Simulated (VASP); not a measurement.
# MoH8 (P6/mmm) in VASP: a series of runs

MoH8 is run at these levels: PBE; tasks: single point, relaxation of cell and atoms.

Program: VASP 6.6.1. These are calculated values, not measurements. Logs are shortened: lines on timing, memory, paths and dates and some standing lists are left out, and cuts for length are marked.

## (1) The cell of the first run

It takes space group P6/mmm (No. 191, hexagonal). The conventional cell has a = 3.414 Å, b = 3.414 Å, c = 5.894 Å, α = 90.00°, β = 90.00°, γ = 120.00°. Within 2.3 Å of H (site symmetry 6mm) lie 1 Mo at 1.76 Å and 6 H at 1.92 Å. H (site symmetry 2mm) has 7 H at 1.71 to 1.92 Å and 2 Mo at 1.92 Å within 2.3 Å. Within 2.3 Å of Mo (site symmetry 6/mmm) lie 14 H at 1.76 to 1.92 Å.

## (2) Single point, PBE

Input file INCAR:

```
SYSTEM = MoH8
PREC = Accurate
ENCUT = 520
EDIFF = 1E-6
ISMEAR = 0
SIGMA = 0.01
LREAL = .FALSE.
LASPH = .TRUE.
NELM = 100
ALGO = Normal
ISIF = 2
LWAVE = .FALSE.
LCHARG = .FALSE.
GGA = PE
NBANDS = 21
```

Input file KPOINTS:

```
regular mesh
0
G
  12 12 6
  0 0 0
```

Input file POSCAR:

```
MoH8
1.0
    3.4142735914      0.0000000000      0.0000000000
   -1.7071367957      2.9568476656      0.0000000000
    0.0000000000      0.0000000000      5.8939977367
H Mo
8 1
Direct
    0.0000000000      0.0000000000      0.2010233982
    0.0000000000      0.0000000000      0.7989766018
    0.5000000000      0.0000000000      0.6498011073
    0.0000000000      0.5000000000      0.6498011073
    0.5000000000      0.5000000000      0.6498011073
    0.5000000000      0.0000000000      0.3501988927
    0.0000000000      0.5000000000      0.3501988927
    0.5000000000      0.5000000000      0.3501988927
    0.0000000000      0.0000000000      0.5000000000
```

Potentials or basis: VASP PAW PBE potentials, release 64 (H, Mo_sv).

The run is started by

```
cat potpaw_PBE.64/H/POTCAR potpaw_PBE.64/Mo_sv/POTCAR > POTCAR
mpirun -np 1 vasp_std > vasp.out
```

OUTCAR:

```text
SYSTEM = MoH8
   PREC = Accurate
   ENCUT = 520
   EDIFF = 1E-6
   ISMEAR = 0
   LREAL = .FALSE.
   LASPH = .TRUE.
   NELM = 100
   ISIF = 2
   GGA = PE

 ion  position               nearest neighbor table
   1  0.000  0.000  0.201-   9 1.76
   2  0.000  0.000  0.799-   9 1.76
   3  0.500  0.000  0.650-   9 1.92   9 1.92
   4  0.000  0.500  0.650-   9 1.92   9 1.92
   5  0.500  0.500  0.650-   9 1.92   9 1.92
   6  0.500  0.000  0.350-   9 1.92   9 1.92
   7  0.000  0.500  0.350-   9 1.92   9 1.92
   8  0.500  0.500  0.350-   9 1.92   9 1.92
   9  0.000  0.000  0.500-   1 1.76   2 1.76   4 1.92   5 1.92   7 1.92   8 1.92   4 1.92   7 1.92
                             5 1.92   8 1.92   3 1.92   6 1.92   3 1.92   6 1.92

  LATTYP: Found a hexagonal cell.
 ALAT       =     3.4142735914
 C/A-ratio  =     1.7262816171

  Lattice vectors:

 A1 = (   3.4142735914,   0.0000000000,   0.0000000000)
 A2 = (  -1.7071367957,   2.9568476656,   0.0000000000)
 A3 = (   0.0000000000,   0.0000000000,   5.8939977367)

Analysis of symmetry for initial positions (statically):
=====================================================================
 Subroutine PRICEL returns:
 Original cell was already a primitive cell.

 Routine SETGRP: Setting up the symmetry group for a
 hexagonal supercell.

 Subroutine GETGRP returns: Found 24 space group operations
 (whereof 24 operations were pure point group operations)
 out of a pool of 24 trial point group operations.

The static configuration has the point symmetry D_6h.

Analysis of symmetry for dynamics (positions and initial velocities):
=====================================================================
 Subroutine PRICEL returns:
 Original cell was already a primitive cell.

 Routine SETGRP: Setting up the symmetry group for a
 hexagonal supercell.

 Subroutine GETGRP returns: Found 24 space group operations
 (whereof 24 operations were pure point group operations)
 out of a pool of 24 trial point group operations.

The dynamic configuration has the point symmetry D_6h.

 Subroutine INISYM returns: Found 24 space group operations
 (whereof 24 operations are pure point group operations),
 and found     1 'primitive' translations

----------------------------------------------------------------------------------------

                                     Primitive cell

  volume of cell :      59.5028

  direct lattice vectors                    reciprocal lattice vectors
     3.414273591  0.000000000  0.000000000     0.292888069  0.169099006  0.000000000
    -1.707136796  2.956847666  0.000000000     0.000000000  0.338198011  0.000000000
     0.000000000  0.000000000  5.893997737     0.000000000  0.000000000  0.169664130

  length of vectors
     3.414273591  3.414273591  5.893997737     0.338198011  0.338198011  0.169664130

  position of ions in fractional coordinates (direct lattice)
     0.000000000  0.000000000  0.201023398
     0.000000000  0.000000000  0.798976602
     0.500000000  0.000000000  0.649801107
     1.000000000  0.500000000  0.649801107
     0.500000000  0.500000000  0.649801107
     0.500000000  0.000000000  0.350198893
     1.000000000  0.500000000  0.350198893
     0.500000000  0.500000000  0.350198893
     0.000000000  0.000000000  0.500000000

  ion indices of the primitive-cell ions
   primitive index   ion index
                 1           1
                 2           2
                 3           3
                 4           4
                 5           5
                 6           6
                 7           7
                 8           8
                 9           9

----------------------------------------------------------------------------------------

 KPOINTS: regular mesh

Automatic generation of k-mesh.
 Grid dimensions read from file:
 generate k-points for:   12   12    6

 Generating k-lattice:

  Cartesian coordinates                     Fractional coordinates (reciprocal lattice)
     0.024407339  0.014091584  0.000000000     0.083333333  0.000000000  0.000000000
     0.000000000  0.028183168  0.000000000     0.000000000  0.083333333  0.000000000
     0.000000000  0.000000000  0.028277355     0.000000000  0.000000000  0.166666667

  Length of vectors
     0.028183168  0.028183168  0.028277355

  Shift w.r.t. Gamma in fractional coordinates (k-lattice)
     0.000000000  0.000000000  0.000000000

 Subroutine IBZKPT returns following result:
 ===========================================

 Found     76 irreducible k-points:

 Following reciprocal coordinates:
            Coordinates               Weight
  0.000000  0.000000  0.000000      1.000000
  0.083333 -0.000000  0.000000      6.000000
  0.166667  0.000000  0.000000      6.000000
  0.250000  0.000000  0.000000      6.000000
  0.333333 -0.000000  0.000000      6.000000
  0.416667 -0.000000  0.000000      6.000000
[... 16 lines left out ...]
  0.250000  0.000000  0.166667     12.000000
  0.333333 -0.000000  0.166667     12.000000
 [... further k-points ...]
   k-points           NKPTS =     76   k-points in BZ     NKDIM =     76   number of bands    NBANDS=     21
   number of dos      NEDOS =    301   number of ions     NIONS =      9
   total plane-waves  NPLWV =  37632
   dimension x,y,z NGX =    28 NGY =   28 NGZ =   48
   dimension x,y,z NGXF=    56 NGYF=   56 NGZF=   96
   ions per type =               8   1
   NGX,Y,Z   is equivalent  to a cutoff of  13.63, 13.63, 13.54 a.u.
   NGXF,Y,Z  is equivalent  to a cutoff of  27.27, 27.27, 27.08 a.u.
 SYSTEM =  MoH8
   PREC   = accura    normal or accurate (medium, high low for compatibility)
   ISTART =      0    job   : 0-new  1-cont  2-samecut
   ICHARG =      2    charge: 1-file 2-atom 10-const
   ISPIN  =      1    spin polarized calculation?
   LNONCOLLINEAR =      F non collinear calculations
   LSORBIT =      F    spin-orbit coupling
   LASPH  =      T    aspherical Exc in radial PAW
   ENCUT  =  520.0 eV  38.22 Ry    6.18 a.u.   6.35  6.35 10.96*2*pi/ulx,y,z
   NELM   =    100;   NELMIN=  2; NELMDL= -5     # of ELM steps
   EDIFF  = 0.1E-05   stopping-criterion for ELM
   LREAL  =      F    real-space projection
   EDIFFG = 0.1E-04   stopping-criterion for IOM
   NSW    =      0    number of steps for IOM
   IBRION =     -1    ionic relax: 0-MD 1-quasi-New 2-CG
   NFREE  =      0    steps in history (QN), initial steepest desc. (CG)
   ISIF   =      2    stress and relaxation
   ISYM   =      2    0-nonsym 1-usesym 2-fastsym
   POTIM  = 0.5000    time-step for ionic-motion
   TEBEG  =    0.0;   TEEND  =   0.0 temperature during run
   PSTRESS=    0.0 pullay stress
   NELECT =      22.0000    total number of electrons
   NUPDOWN=      -1.0000    fix difference up-down
   EMIN   =  10.00;   EMAX   =-10.00  energy-range for DOS
   EFERMI =   0.00;   METHOD = LEGACY
   ISMEAR =     0;   SIGMA  =   0.01  broadening in eV -4-tet -1-fermi 0-gaus
   EFERMI_NEDOS =   21; number of points for ismear=-14 and -15
   IALGO  =     38    algorithm
   IMIX   =      4    mixing-type and parameters
     AMIX     =   0.40;   BMIX     =  1.00
     AMIX_MAG =   1.60;   BMIX_MAG =  1.00
  volume/ion in A,a.u.               =       6.61        44.62
  Fermi-wavevector in a.u.,A,eV,Ry     =   1.174997  2.220422 18.784438  1.380617
  Thomas-Fermi vector in A             =   2.311385
   LORBIT       =      0    0 simple, 1 ext, 2 COOP (PROOUT), +10 PAW based schemes
   GGA     = PE    functional components
   LHFCALC =     F    Hartree Fock is set to
   AEXX    =    0.0000 exact exchange contribution
   IVDW    =     0    specifies the selected vdW correction
   LEPSILON=     F    determine dielectric tensor
   LRPA    =     F    only Hartree local field effects (RPA)
 non-spin polarized calculation
 Gauss-broadening in eV      SIGMA  =   0.01
  energy-cutoff  :      520.00
  volume of cell :       59.50
 maximum number of plane-waves:      1630
 NGX is ok and might be reduce to    28
   NGX = 13   NGY = 13   NGZ = 21

 number of electron      21.9999996 magnetization

 Free energy of the ion-electron system (eV)
  ---------------------------------------------------
  ext. energy  EPLUGINS =         0.00000000
  ---------------------------------------------------
  free energy    TOTEN  =       -34.13408771 eV

  energy without entropy =      -34.13408771  energy(sigma->0) =      -34.13408771

 E-fermi :   2.2359     XC(G=0):  -9.0797

 val. band max:        2.1579335922   @ k =   0.5000   0.0000   0.5000
 cond. band min:       2.2877124813   @ k =   0.0000   0.0000   0.5000
 fundamental gap:      0.1297788891
 Fermi energy:         2.2358631549

 k-point     1 :       0.0000    0.0000    0.0000
  band No.  band energies     occupation
      1     -58.7522      2.00000
      2     -32.9454      2.00000
      3     -32.9454      2.00000
      4     -32.6860      2.00000
      5      -9.2015      2.00000
      6      -4.8323      2.00000
[... 13 lines left out ...]
     20      13.3949      0.00000
     21      13.3949      0.00000

 k-point     2 :       0.0833   -0.0000    0.0000
  band No.  band energies     occupation
      1     -58.7510      2.00000
      2     -32.9612      2.00000
      3     -32.9494      2.00000
      4     -32.6832      2.00000
      5      -9.0589      2.00000
      6      -4.8127      2.00000
[... 13 lines left out ...]
     20      14.1069      0.00000
     21      14.6349      0.00000

 k-point     3 :       0.1667    0.0000    0.0000
  band No.  band energies     occupation
      1     -58.7478      2.00000
      2     -33.0042      2.00000
      3     -32.9603      2.00000
      4     -32.6754      2.00000
      5      -8.6434      2.00000
      6      -4.7537      2.00000
[... 13 lines left out ...]
     20      15.2147      0.00000
     21      15.8496      0.00000

 k-point     4 :       0.2500    0.0000    0.0000
  band No.  band energies     occupation
      1     -58.7433      2.00000
      2     -33.0623      2.00000
      3     -32.9750      2.00000
      4     -32.6649      2.00000
      5      -7.9926      2.00000
      6      -4.6581      2.00000
[... 13 lines left out ...]
     20      14.7109      0.00000
     21      15.3407      0.00000

 k-point     5 :       0.3333   -0.0000    0.0000
  band No.  band energies     occupation
      1     -58.7388      2.00000
      2     -33.1198      2.00000
      3     -32.9898      2.00000
      4     -32.6543      2.00000
      5      -7.1723      2.00000
      6      -4.5387      2.00000
[... 13 lines left out ...]
     20      15.3328      0.00000
     21      15.3479      0.00000
[... 382 lines left out ...]
     20      14.1919      0.00000
     21      14.5123      0.00000

 k-point    22 :       0.1667    0.0000    0.1667
  band No.  band energies     occupation
      1     -58.7478      2.00000
      2     -33.0042      2.00000
      3     -32.9603      2.00000
      4     -32.6755      2.00000
      5      -8.6268      2.00000
      6      -4.8321      2.00000
[... 13 lines left out ...]
     20      14.2510      0.00000
     21      15.3176      0.00000

 k-point    23 :       0.2500    0.0000    0.1667
  band No.  band energies     occupation
      1     -58.7433      2.00000
      2     -33.0623      2.00000
      3     -32.9750      2.00000
      4     -32.6649      2.00000
      5      -7.9757      2.00000
      6      -4.7176      2.00000
[... 13 lines left out ...]
     20      13.9380      0.00000
     21      14.8750      0.00000

 k-point    24 :       0.3333   -0.0000    0.1667
  band No.  band energies     occupation
      1     -58.7388      2.00000
      2     -33.1198      2.00000
      3     -32.9898      2.00000
      4     -32.6543      2.00000
      5      -7.1552      2.00000
      6      -4.5774      2.00000
[... 13 lines left out ...]
     20      13.8512      0.00000
     21      15.5818      0.00000

 [... further k-points ...]

------------------------ aborting loop because EDIFF is reached ----------------------------------------

  FORCE on cell =-STRESS in cart. coord.  units (eV):
  Direction    XX          YY          ZZ          XY          YZ          ZX
  --------------------------------------------------------------------------------------
  -------------------------------------------------------------------------------------
  Total       -0.0413471     -0.0413471     -0.0144344      0.0000000     -0.0000000      0.0000000
  in kB       -1.1133160     -1.1133160     -0.3886614      0.0000000     -0.0000000      0.0000000
  external PRESSURE =      -0.8717644 kB  Pullay stress =       0.0000000 kB

 VOLUME and BASIS-vectors are now :
 -----------------------------------------------------------------------------
  energy-cutoff  :      520.00
  volume of cell :       59.50
      direct lattice vectors                 reciprocal lattice vectors
     3.414273591  0.000000000  0.000000000     0.292888069  0.169099006  0.000000000
    -1.707136796  2.956847666  0.000000000     0.000000000  0.338198011  0.000000000
     0.000000000  0.000000000  5.893997737     0.000000000  0.000000000  0.169664130

 POSITION                                       TOTAL-FORCE (eV/Angst)
 -----------------------------------------------------------------------------------
      0.00000      0.00000      1.18483        -0.000000     -0.000000     -0.017795
      0.00000      0.00000      4.70917        -0.000000      0.000000      0.017795
      1.70714      0.00000      3.82993         0.000000     -0.000000      0.005770
     -0.85357      1.47842      3.82993        -0.000000      0.000000      0.005770
      0.85357      1.47842      3.82993         0.000000      0.000000      0.005770
      1.70714      0.00000      2.06407        -0.000000     -0.000000     -0.005770
     -0.85357      1.47842      2.06407         0.000000     -0.000000     -0.005770
      0.85357      1.47842      2.06407        -0.000000     -0.000000     -0.005770
      0.00000      0.00000      2.94700        -0.000000     -0.000000      0.000000
 -----------------------------------------------------------------------------------
    total drift:                               -0.000000     -0.000000      0.000000

  FREE ENERGIE OF THE ION-ELECTRON SYSTEM (eV)
  ---------------------------------------------------
  free  energy   TOTEN  =       -34.1340877132 eV

  energy  without entropy=      -34.1340877132  energy(sigma->0) =      -34.13408771
```

Run time: 40 s. Hardware: 1 thread of Intel Xeon 6975P-C (Granite Rapids), shared host; peak memory 0.22 GiB.

What came out:

```
Free energy            : -34.1341 eV
Pressure               : -0.1 GPa
Largest force          : 0.018 eV/Å
Band gap on the k mesh : 0.13 eV, indirect (least direct gap 0.23 eV)
```

Forces on the atoms (eV/Å):
```
H    0.000  0.000 -0.018
H    0.000  0.000  0.018
H    0.000  0.000  0.006
H    0.000  0.000  0.006
H    0.000  0.000  0.006
H    0.000  0.000 -0.006
H    0.000  0.000 -0.006
H    0.000  0.000 -0.006
Mo   0.000  0.000  0.000
```

Levels at points of the mesh, in eV from the valence-band top:
```
           k point  band 9  band 10  band 11  band 12  band 13  band 14
(0.00, 0.00, 0.00)   -4.28    -0.09    -0.09     1.90     3.58     3.91
(0.50, 0.00, 0.00)   -3.07    -1.96    -0.03     0.81     1.97     2.00
(0.00, 0.00, 0.50)   -4.28    -0.10    -0.10     0.13     3.88     3.88
(0.50, 0.00, 0.50)   -3.66    -1.98     0.00     0.81     1.19     2.03
```

A k mesh can miss the band edges.

(Continued in part 2 of 3.)
